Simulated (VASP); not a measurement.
A run of VASP 6.6.1 is set up as follows.

File INCAR:

```
PREC = Accurate
ENCUT = 520
EDIFF = 1E-6
ISMEAR = -1
SIGMA = 0.02
LREAL = False
LASPH = True
NELM = 60
ALGO = Normal
ISIF = 2
LWAVE = False
LCHARG = False
GGA = PE
NBANDS = 41
```

File KPOINTS:

```
Automatic mesh
0
Gamma
  12 12 4
```

POSCAR

```
SiGe2
1.0
    3.9538420109      0.0000000000      0.0000000000
   -1.9769210054      3.4241276240      0.0000000000
    0.0000000000      0.0000000000      9.6583490702
Si Ge
2 4
Direct
    0.0000000000      0.0000000000     -0.0017084882
    0.6666666667      0.3333333333      0.6681121495
    0.3333333333      0.6666666667      0.3332235851
    0.6666666667      0.3333333333      0.9168840578
    0.3333333333      0.6666666667      0.5872658529
    0.0000000000      0.0000000000      0.2462228430
```

Potentials or basis: VASP PAW PBE potentials, release 64 (Si, Ge_d).

The run is started by

```bash
$ cat potpaw_PBE.64/Si/POTCAR potpaw_PBE.64/Ge_d/POTCAR > POTCAR
$ mpirun -np 1 vasp_std > vasp.out
```

Task: Estimate the band gap on the k mesh.

Result: 0.56 eV (least direct gap 0.73 eV).

Task: Estimate the largest force.

Result: 0.065 eV/Å.

Task: Predict the pressure.

Result: 2.5 GPa.

Forces on the atoms (eV/Å):
```
Si   0.000  0.000 -0.010
Si   0.000  0.000  0.004
Ge   0.000  0.000  0.014
Ge   0.000  0.000  0.005
Ge   0.000  0.000  0.053
Ge   0.000  0.000 -0.065
```

A k mesh can miss the band edges.
